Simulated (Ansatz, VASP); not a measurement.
## Sb: VASP beside Ansatz

```
Sb
1.0
     3.62915    0.00000    0.00000
    -1.81457    3.14293    0.00000
     0.00000    0.00000    4.59325
Sb
2
Cartesian
  0.0000 2.0953 1.1483
  1.8146 1.0476 3.4449
```

Alike in both runs: task single point; functional PBEsol; k mesh 18 × 18 × 10; occupations gaussian, width 0.15 eV; no spin polarisation.

```csv
,VASP,Ansatz
version,VASP 6.6.1,Ansatz 0.2.0
potentials or method,"VASP PAW PBE potentials, release 64 (Sb), cutoff 520 eV","scalar-relativistic, plane waves, PAW"
valence electrons in the cell,10,30
```

```csv
,VASP,Ansatz,Ansatz less VASP
gap on the k mesh at the Fermi level (eV),none,none,-
pressure (GPa),2.0,2.0,-0.06
"traceless stress, the component that is largest in VASP (GPa)",-0.51,-0.59,-0.073
```

VASP's potentials were made for PBE, not for PBEsol. A gap of «none» marks a metal or a gap that the smearing closes. The functional is the same, so the differences come from potentials, cutoffs and numerics. VASP's potentials hold 10 valence electrons a cell and Ansatz's 30, so a difference there can come from the potentials and not from the codes.

Neither program's run includes spin-orbit coupling.
